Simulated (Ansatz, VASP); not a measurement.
**LiF: VASP beside Ansatz**

```
CELL_PARAMETERS angstrom
3.03972 0.00000 0.00000
-1.51986 2.63248 0.00000
0.00000 0.00000 4.35441
ATOMIC_POSITIONS crystal
Li 0.33333 0.66667 0.38107
Li 0.66667 0.33333 0.88107
F 0.33333 0.66667 0.99393
F 0.66667 0.33333 0.49393
```

Alike in both runs: task single point; functional PBE; k mesh 9 × 9 × 6; occupations gaussian, width 0.05 eV; no spin polarisation.

|  | VASP | Ansatz |
| --- | --- | --- |
| version | VASP 6.6.1 | Ansatz 0.2.0 |
| potentials or method | VASP PAW PBE potentials, release 64 (Li_sv, F), cutoff 520 eV | scalar-relativistic, plane waves, PAW |
| valence electrons in the cell | 20 | 20 |

```tsv
	VASP	Ansatz	Ansatz less VASP
gap on the k mesh at the Fermi level (eV)	8.42	8.44	+0.018
least direct gap on the mesh (eV)	8.42	8.44	+0.018
rms of the force components (eV/Å)	0.486	0.458	-0.0281
```

Atom by atom the forces differ by 0.028 eV/Å (rms over components).

Noted on VASP's run: the cutoff is short for stress, so the pressure is rough.
